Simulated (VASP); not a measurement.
**SnSe: single point with LDA**

The system is SnSe, a slab with vacuum.

```
CELL_PARAMETERS angstrom
4.18990 0.00000 0.00000
0.00000 4.18990 0.09427
0.00000 0.24704 10.97962
ATOMIC_POSITIONS crystal
Sn 0.50000 0.00000 0.37816
Sn 0.00000 0.50000 0.62184
Se 0.50000 0.00000 0.62178
Se 0.00000 0.50000 0.37822
```

This cell differs from its parent crystal: strain +0.0450 x Voigt [0, 0, 0, 1, 0, 0].

* Program: VASP 6.6.1
* Task: single point
* Functional: LDA
* Potentials or basis: VASP PAW LDA potentials, release 64 (Sn_d, Se)
* Cutoff: 500 eV
* k mesh: 6 × 6 × 4
* Occupations: gaussian, width 0.05 eV
* Spin: no spin polarisation
* Dipole correction: no
* Further INCAR settings: ALGO = Normal; EDIFF = 1e-06; NBANDS = 28

The largest force is 0.133 eV/Å. The band gap on the k mesh is 1.43 eV (least direct gap 1.49 eV).

Forces in eV/Å, atoms in the order of the input:
```
Sn   0.000  0.021 -0.032
Sn   0.000 -0.021  0.032
Se   0.000 -0.131  0.026
Se   0.000  0.131 -0.026
```

Levels at points of the mesh, in eV from the valence-band top:
```csv
k point,band 18,band 19,band 20,band 21,band 22,band 23
"(0.00, 0.00, 0.00)",-1.99,-1.98,-0.55,1.62,3.57,3.74
"(0.50, 0.00, 0.00)",-1.65,-0.10,-0.10,1.46,1.46,1.99
"(0.00, 0.50, 0.00)",-1.61,-0.12,-0.08,1.47,1.51,1.88
"(0.50, 0.50, 0.00)",-3.64,-1.82,-1.82,3.54,3.54,4.50
"(0.00, 0.00, 0.50)",-1.99,-1.98,-0.56,1.48,3.57,4.73
"(0.50, 0.00, 0.50)",-1.65,-0.10,-0.10,1.46,1.46,1.99
"(0.00, 0.50, 0.50)",-1.61,-0.12,-0.08,1.47,1.51,1.88
"(0.50, 0.50, 0.50)",-3.64,-1.82,-1.82,3.51,3.51,4.54
```

Run time: 2.2 min on 1 thread of Intel(R) Xeon(R) 6975P-C (Granite Rapids) (shared host), peak memory 0.39 GiB.

Caveat: the cell differs from its parent crystal (strain +0.0450 x Voigt [0, 0, 0, 1, 0, 0]); spin-orbit coupling is left out, which moves the levels of the heavy elements.
